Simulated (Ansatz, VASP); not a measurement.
**AlAs3: VASP beside Ansatz**

```
CELL_PARAMETERS angstrom
5.15649 0.00000 0.00000
-2.57824 4.46565 0.00000
0.00000 0.00000 7.51028
ATOMIC_POSITIONS crystal
Al 0.66667 0.33333 0.25000
Al 0.33333 0.66667 0.75000
As 0.28126 0.28126 0.00000
As 0.71874 0.71874 0.50000
As 0.28126 0.00000 0.50000
As 0.00000 0.71874 0.00000
As 0.71874 0.00000 0.00000
As 0.00000 0.28126 0.50000
```

Change from the starting cell: species swapped into the PI3 type (P6_3, No. 173).

Alike in both runs: task relaxation of cell and atoms; functional PBE; k mesh 6 × 6 × 2; occupations gaussian, width 0.1 eV; no spin polarisation.

|  | VASP | Ansatz |
| --- | --- | --- |
| version | VASP 6.6.1 | Ansatz 0.2.0 |
| potentials or method | VASP PAW PBE potentials, release 64 (Al, As), cutoff 600 eV | scalar-relativistic, plane waves, PAW |
| valence electrons in the cell | 36 | 96 |

|  | VASP | Ansatz | Ansatz less VASP |
| --- | --- | --- | --- |
| gap on the k mesh at the Fermi level, each at its own relaxed structure (eV) | none | none | - |
| relaxed volume (Å³/atom) | 21.94 | 22.05 | +0.105 |
| relaxed length of the cell vector where the two differ most in proportion (Å) | 7.249 | 7.275 | +0.0266 |

A gap of «none» marks a metal or a gap that the smearing closes. VASP's potentials hold 36 valence electrons a cell and Ansatz's 96, so a difference there can come from the potentials and not from the codes.

The k mesh is coarse, so the values compare programs but aren't converged.
